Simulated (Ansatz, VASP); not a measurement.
## InSe in VASP and in Ansatz

```xyz
8
Lattice="4.0266 0.0000 0.0000 -2.0133 3.4871 0.0000 0.0000 0.0000 28.2707" Properties=species:S:1:pos:R:3 pbc="T T T"
Se    0.0000    0.0000    4.5000
Se    0.0000    0.0000    9.8854
Se   -0.4474    0.7749   13.5954
Se   -0.4474    0.7749   18.9807
In    2.0133    1.1624    5.7954
In    2.0133    1.1624    8.5899
In   -2.4607   -0.3875   14.8908
In   -2.4607   -0.3875   17.6853
```

Alike in both runs: task single point; functional PBE; dispersion D3(BJ); k mesh 9 × 9 × 1; occupations gaussian, width 0.05 eV; no spin polarisation.

```csv
,VASP,Ansatz
version,VASP 6.6.1,Ansatz 0.2.0
potentials or method,"VASP PAW PBE potentials, release 64 (Se, In_d), cutoff 520 eV","scalar-relativistic, plane waves, PAW"
valence electrons in the cell,76,116
```

```csv
,VASP,Ansatz,Ansatz less VASP
gap on the k mesh at the Fermi level (eV),1.22,1.23,+0.010
least direct gap on the mesh (eV),1.27,1.28,+0.009
rms of the force components (eV/Å),0.015,0.012,-0.0033
```

VASP's potentials hold 76 valence electrons a cell and Ansatz's 116, so a difference there can come from the potentials and not from the codes. Ansatz's warnings: xc potential rough in thin density.
